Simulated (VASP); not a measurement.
# WC (CsCl type) (Pm-3m) in VASP: notebook

The runs below take WC (CsCl type) through single point, with PBE.

Program: VASP 6.6.1. These are calculated values, not measurements. Logs are shortened: lines on timing, memory, paths and dates and some standing lists are left out, and cuts for length are marked.

**1. The cell of the first run**

Symmetry: Pm-3m, No. 221, cubic system. Conventional cell: a = 2.418 Å, b = 2.418 Å, c = 2.418 Å, α = 90.00°, β = 90.00°, γ = 90.00°. Within 2.8 Å of W (site symmetry m-3m) lie 8 C at 2.09 Å and 6 W at 2.42 Å. C (site symmetry m-3m) has 8 W at 2.09 Å and 6 C at 2.42 Å within 2.8 Å.

**2. Single point, PBE**

INCAR reads:

```
SYSTEM = WC
PREC     = Accurate       ! precision mode
ENCUT    = 520            ! plane-wave cutoff, eV
EDIFF    = 1E-6           ! SCF threshold, eV
ISMEAR   = -1             ! smearing method
SIGMA    = 0.08           ! smearing width, eV
LREAL    = .FALSE.        ! projectors in reciprocal space
LASPH    = .TRUE.         ! aspherical terms in the spheres
NELM     = 100            ! most SCF steps
ALGO     = Normal         ! electronic algorithm
ISIF     = 2              ! what is computed and relaxed
LWAVE    = .FALSE.        ! write WAVECAR
LCHARG   = .FALSE.        ! write CHGCAR
GGA      = PE             ! functional
NBANDS   = 16             ! bands
```

KPOINTS reads:

```
regular mesh
0
G
  16 16 16
  0 0 0
```

POSCAR reads:

```
WC
1.0
    2.4175341847      0.0000000000      0.0000000000
    0.0000000000      2.4175341847      0.0000000000
    0.0000000000      0.0000000000      2.4175341847
W C
1 1
Direct
    0.0000000000      0.0000000000      0.0000000000
    0.5000000000      0.5000000000      0.5000000000
```

Potentials or basis: VASP PAW PBE potentials, release 64 (W_sv, C).

Started as:

```
$ cat potpaw_PBE.64/W_sv/POTCAR potpaw_PBE.64/C/POTCAR > POTCAR
$ mpirun -np 1 vasp_std > vasp.out
```

OUTCAR:

```text
SYSTEM = WC
   PREC = Accurate
   ENCUT = 520
   EDIFF = 1E-6
   ISMEAR = -1
   LREAL = .FALSE.
   LASPH = .TRUE.
   NELM = 100
   ISIF = 2
   GGA = PE

 ion  position               nearest neighbor table
   1  0.000  0.000  0.000-   2 2.09   2 2.09   2 2.09   2 2.09   2 2.09   2 2.09   2 2.09   2 2.09

   2  0.500  0.500  0.500-   1 2.09   1 2.09   1 2.09   1 2.09   1 2.09   1 2.09   1 2.09   1 2.09

  LATTYP: Found a simple cubic cell.
 ALAT       =     2.4175341847

  Lattice vectors:

 A1 = (   2.4175341847,   0.0000000000,   0.0000000000)
 A2 = (   0.0000000000,   2.4175341847,   0.0000000000)
 A3 = (   0.0000000000,   0.0000000000,   2.4175341847)

Analysis of symmetry for initial positions (statically):
=====================================================================
 Subroutine PRICEL returns:
 Original cell was already a primitive cell.

 Routine SETGRP: Setting up the symmetry group for a
 simple cubic supercell.

 Subroutine GETGRP returns: Found 48 space group operations
[... 9 lines left out ...]

 Routine SETGRP: Setting up the symmetry group for a
 simple cubic supercell.

 Subroutine GETGRP returns: Found 48 space group operations
[... 11 lines left out ...]
                                     Primitive cell

  volume of cell :      14.1292

  direct lattice vectors                    reciprocal lattice vectors
     2.417534185  0.000000000  0.000000000     0.413644616  0.000000000  0.000000000
     0.000000000  2.417534185  0.000000000     0.000000000  0.413644616  0.000000000
     0.000000000  0.000000000  2.417534185     0.000000000  0.000000000  0.413644616

  length of vectors
     2.417534185  2.417534185  2.417534185     0.413644616  0.413644616  0.413644616

  position of ions in fractional coordinates (direct lattice)
     0.000000000  0.000000000  0.000000000
     0.500000000  0.500000000  0.500000000

  ion indices of the primitive-cell ions
   primitive index   ion index
                 1           1
                 2           2

----------------------------------------------------------------------------------------

 KPOINTS: regular mesh

Automatic generation of k-mesh.
 Grid dimensions read from file:
 generate k-points for:   16   16   16

 Generating k-lattice:

  Cartesian coordinates                     Fractional coordinates (reciprocal lattice)
     0.025852789  0.000000000  0.000000000     0.062500000  0.000000000  0.000000000
     0.000000000  0.025852789  0.000000000     0.000000000  0.062500000  0.000000000
     0.000000000  0.000000000  0.025852789     0.000000000  0.000000000  0.062500000

  Length of vectors
     0.025852789  0.025852789  0.025852789

  Shift w.r.t. Gamma in fractional coordinates (k-lattice)
     0.000000000  0.000000000  0.000000000

 Subroutine IBZKPT returns following result:
 ===========================================

 Found    165 irreducible k-points:

 Following reciprocal coordinates:
            Coordinates               Weight
  0.000000  0.000000  0.000000      1.000000
  0.062500  0.000000  0.000000      6.000000
  0.125000  0.000000  0.000000      6.000000
  0.187500  0.000000  0.000000      6.000000
  0.250000  0.000000  0.000000      6.000000
  0.312500  0.000000  0.000000      6.000000
[... 16 lines left out ...]
  0.437500  0.125000  0.000000     24.000000
  0.500000  0.125000  0.000000     12.000000
 [... further k-points ...]
   k-points           NKPTS =    165   k-points in BZ     NKDIM =    165   number of bands    NBANDS=     16
   number of dos      NEDOS =    301   number of ions     NIONS =      2
   total plane-waves  NPLWV =   5832
   dimension x,y,z NGX =    18 NGY =   18 NGZ =   18
   dimension x,y,z NGXF=    36 NGYF=   36 NGZF=   36
   ions per type =               1   1
   NGX,Y,Z   is equivalent  to a cutoff of  12.38, 12.38, 12.38 a.u.
   NGXF,Y,Z  is equivalent  to a cutoff of  24.76, 24.76, 24.76 a.u.
 SYSTEM =  WC
   PREC   = accura    normal or accurate (medium, high low for compatibility)
   ISTART =      0    job   : 0-new  1-cont  2-samecut
   ICHARG =      2    charge: 1-file 2-atom 10-const
   ISPIN  =      1    spin polarized calculation?
   LNONCOLLINEAR =      F non collinear calculations
   LSORBIT =      F    spin-orbit coupling
   LASPH  =      T    aspherical Exc in radial PAW
   ENCUT  =  520.0 eV  38.22 Ry    6.18 a.u.   4.50  4.50  4.50*2*pi/ulx,y,z
   NELM   =    100;   NELMIN=  2; NELMDL= -5     # of ELM steps
   EDIFF  = 0.1E-05   stopping-criterion for ELM
   LREAL  =      F    real-space projection
   EDIFFG = 0.1E-04   stopping-criterion for IOM
   NSW    =      0    number of steps for IOM
   IBRION =     -1    ionic relax: 0-MD 1-quasi-New 2-CG
   NFREE  =      0    steps in history (QN), initial steepest desc. (CG)
   ISIF   =      2    stress and relaxation
   ISYM   =      2    0-nonsym 1-usesym 2-fastsym
   POTIM  = 0.5000    time-step for ionic-motion
   TEBEG  =    0.0;   TEEND  =   0.0 temperature during run
   PSTRESS=    0.0 pullay stress
   NELECT =      18.0000    total number of electrons
   NUPDOWN=      -1.0000    fix difference up-down
   EMIN   =  10.00;   EMAX   =-10.00  energy-range for DOS
   EFERMI =   0.00;   METHOD = LEGACY
   ISMEAR =    -1;   SIGMA  =   0.08  broadening in eV -4-tet -1-fermi 0-gaus
   EFERMI_NEDOS =   21; number of points for ismear=-14 and -15
   IALGO  =     38    algorithm
   IMIX   =      4    mixing-type and parameters
     AMIX     =   0.40;   BMIX     =  1.00
     AMIX_MAG =   1.60;   BMIX_MAG =  1.00
  volume/ion in A,a.u.               =       7.06        47.67
  Fermi-wavevector in a.u.,A,eV,Ry     =   1.774706  3.353708 42.852648  3.149581
  Thomas-Fermi vector in A             =   2.840646
   LORBIT       =      0    0 simple, 1 ext, 2 COOP (PROOUT), +10 PAW based schemes
   GGA     = PE    functional components
   LHFCALC =     F    Hartree Fock is set to
   AEXX    =    0.0000 exact exchange contribution
   IVDW    =     0    specifies the selected vdW correction
   LEPSILON=     F    determine dielectric tensor
   LRPA    =     F    only Hartree local field effects (RPA)
 non-spin polarized calculation
  energy-cutoff  :      520.00
  volume of cell :       14.13
 maximum number of plane-waves:       394
 NGX is ok and might be reduce to    18
   NGX =  9   NGY =  9   NGZ =  9

 number of electron      17.9999995 magnetization

 Free energy of the ion-electron system (eV)
  ---------------------------------------------------
  ext. energy  EPLUGINS =         0.00000000
  ---------------------------------------------------
  free energy    TOTEN  =       -16.56986302 eV

  energy without entropy =      -16.56126024  energy(sigma->0) =      -16.56556163

 E-fermi :  18.5946     XC(G=0): -16.1685

 val. band max:       18.5887343441   @ k =   0.3125   0.1875   0.1875
 cond. band min:      18.6159507359   @ k =   0.0000   0.0000   0.0000
 fundamental gap:      0.0272163918
 Fermi energy:        18.5945919352

 k-point     1 :       0.0000    0.0000    0.0000
  band No.  band energies     occupation
      1     -56.3054      2.00000
      2     -19.5821      2.00000
      3     -19.5821      2.00000
      4     -19.5821      2.00000
      5      -0.0167      2.00000
      6      10.5213      2.00000
[... 8 lines left out ...]
     15      39.4525      0.00000
     16      39.4525      0.00000

 k-point     2 :       0.0625    0.0000    0.0000
  band No.  band energies     occupation
      1     -56.2946      2.00000
      2     -19.7202      2.00000
      3     -19.5697      2.00000
      4     -19.5697      2.00000
      5       0.1456      2.00000
      6      10.5786      2.00000
[... 8 lines left out ...]
     15      37.9939      0.00000
     16      39.7138      0.00000

 k-point     3 :       0.1250    0.0000    0.0000
  band No.  band energies     occupation
      1     -56.2636      2.00000
      2     -20.1006      2.00000
      3     -19.5341      2.00000
      4     -19.5341      2.00000
      5       0.6031      2.00000
      6      10.7459      2.00000
[... 8 lines left out ...]
     15      35.6872      0.00000
     16      40.5018      0.00000

 k-point     4 :       0.1875    0.0000    0.0000
  band No.  band energies     occupation
      1     -56.2170      2.00000
      2     -20.6388      2.00000
      3     -19.4804      2.00000
      4     -19.4804      2.00000
      5       1.2882      2.00000
      6      11.0086      2.00000
[... 8 lines left out ...]
     15      33.6144      0.00000
     16      41.7590      0.00000

 k-point     5 :       0.2500    0.0000    0.0000
  band No.  band energies     occupation
      1     -56.1617      2.00000
      2     -21.2329      2.00000
      3     -19.4163      2.00000
      4     -19.4163      2.00000
      5       2.1326      2.00000
      6      10.8171      2.00000
[... 8 lines left out ...]
     15      33.9400      0.00000
     16      41.9871      0.00000

 k-point     6 :       0.3125    0.0000    0.0000
  band No.  band energies     occupation
      1     -56.1060      2.00000
      2     -21.7900      2.00000
      3     -19.3514      2.00000
      4     -19.3514      2.00000
      5       3.0906      2.00000
      6      10.0009      2.00000
[... 8 lines left out ...]
     15      34.1677      0.00000
     16      40.3304      0.00000
[... 267 lines left out ...]
 k-point    21 :       0.3125    0.1250    0.0000
  band No.  band energies     occupation
      1     -56.0652      2.00000
      2     -21.7194      2.00000
      3     -19.8352      2.00000
      4     -19.3082      2.00000
      5       3.4788      2.00000
      6       9.7841      2.00000
[... 8 lines left out ...]
     15      33.9010      0.00000
     16      40.8089      0.00000

 k-point    22 :       0.3750    0.1250    0.0000
  band No.  band energies     occupation
      1     -56.0179      2.00000
      2     -22.1626      2.00000
      3     -19.7724      2.00000
      4     -19.2538      2.00000
      5       4.4006      2.00000
      6       8.7393      2.00000
[... 8 lines left out ...]
     15      33.6144      0.00000
     16      39.3046      0.00000

 k-point    23 :       0.4375    0.1250    0.0000
  band No.  band energies     occupation
      1     -55.9861      2.00000
      2     -22.4479      2.00000
      3     -19.7300      2.00000
      4     -19.2171      2.00000
      5       5.3383      2.00000
      6       7.7014      2.00000
[... 8 lines left out ...]
     15      33.7727      0.00000
     16      37.1654      0.00000

 k-point    24 :       0.5000    0.1250    0.0000
  band No.  band energies     occupation
      1     -55.9749      2.00000
      2     -22.5462      2.00000
      3     -19.7150      2.00000
      4     -19.2041      2.00000
      5       5.9784      2.00000
      6       7.0250      2.00000
[... 8 lines left out ...]
     15      34.8100      0.00000
     16      35.1952      0.00000

 [... further k-points ...]

------------------------ aborting loop because EDIFF is reached ----------------------------------------

  FORCE on cell =-STRESS in cart. coord.  units (eV):
  Direction    XX          YY          ZZ          XY          YZ          ZX
  --------------------------------------------------------------------------------------
  -------------------------------------------------------------------------------------
  Total       25.4761729     25.4761729     25.4761729     -0.0000000     -0.0000000      0.0000000
  in kB     2888.8626831   2888.8626831   2888.8626831     -0.0000000     -0.0000000      0.0000000
  external PRESSURE =    2888.8626831 kB  Pullay stress =       0.0000000 kB

 VOLUME and BASIS-vectors are now :
 -----------------------------------------------------------------------------
  energy-cutoff  :      520.00
  volume of cell :       14.13
      direct lattice vectors                 reciprocal lattice vectors
     2.417534185  0.000000000  0.000000000     0.413644616  0.000000000  0.000000000
     0.000000000  2.417534185  0.000000000     0.000000000  0.413644616  0.000000000
     0.000000000  0.000000000  2.417534185     0.000000000  0.000000000  0.413644616

 POSITION                                       TOTAL-FORCE (eV/Angst)
 -----------------------------------------------------------------------------------
      0.00000      0.00000      0.00000         0.000000      0.000000      0.000000
      1.20877      1.20877      1.20877         0.000000      0.000000      0.000000
 -----------------------------------------------------------------------------------
    total drift:                                0.000000     -0.000000      0.000000

  FREE ENERGIE OF THE ION-ELECTRON SYSTEM (eV)
  ---------------------------------------------------
  free  energy   TOTEN  =       -16.5698630212 eV

  energy  without entropy=      -16.5612602389  energy(sigma->0) =      -16.56556163
```

It took 12 s on 1 thread of Intel Xeon 6975P-C (Granite Rapids), shared host; peak memory 0.15 GiB.

Results:

```
Free energy            : -16.5699 eV
Pressure               : 288.9 GPa
Band gap on the k mesh : zero (band 9 reaches 28.47 eV, above the bottom of band 10 at 16.43 eV)
```

Caveat: spin-orbit coupling is left out, which moves the levels of the heavy elements.

**3. Single point, PBE**

INCAR reads:

```
SYSTEM = WC
PREC = Accurate
ENCUT = 520
EDIFF = 1E-6
ISMEAR = -1
SIGMA = 0.08
LREAL = .False.
LASPH = .True.
NELM = 80
ALGO = Normal
ISIF = 2
LWAVE = .False.
LCHARG = .True.
GGA = PE
LELF = .True.
LVHAR = .True.
NBANDS = 16
```

KPOINTS reads:

```
Automatic mesh
0
Gamma
  16 16 16
  0 0 0
```

POSCAR reads:

```
WC
1.0
    2.4181244553      0.0000000000      0.0000000000
    0.0000000000      2.4181244553      0.0000000000
    0.0000000000      0.0000000000      2.4181244553
W C
1 1
Direct
    0.0000000000      0.0000000000      0.0000000000
    0.5000000000      0.5000000000      0.5000000000
```

Potentials or basis: VASP PAW PBE potentials, release 64 (W_sv, C).

Started as:

```
$ cat potpaw_PBE.64/W_sv/POTCAR potpaw_PBE.64/C/POTCAR > POTCAR
$ mpirun -np 1 vasp_std > vasp.out
```

Run time: 11 s. Hardware: 1 thread of Intel Xeon 6975P-C (Granite Rapids), shared host; peak memory 0.15 GiB.

The run converged. Its results:

```yaml
Free_energy: -16.5885 eV
Pressure: 287.9 GPa
Band_gap_on_the_k_mesh: zero (band 9 reaches 28.45 eV, above the bottom of band 10 at 16.41 eV)
```

Levels at points of the mesh, in eV from the Fermi level:
```
           k point  band 5  band 6  band 7  band 8  band 9  band 10  band 11  band 12  band 13  band 14
(0.00, 0.00, 0.00)  -18.61   -8.07   -8.07    0.02    0.02     0.02     4.67     4.67     4.67    14.07
(0.50, 0.00, 0.00)  -12.32  -11.94   -6.23   -5.26   -5.26     5.66     7.12     8.92    10.35    10.35
(0.50, 0.50, 0.00)  -15.98   -5.57   -5.30   -5.30   -0.31    -0.31     0.92     6.75     9.36    16.72
(0.50, 0.50, 0.50)  -12.44  -12.44  -12.44   -8.76    9.87     9.87    12.27    12.27    12.27    12.51
```

Caveat: spin-orbit coupling is left out, which moves the levels of the heavy elements.
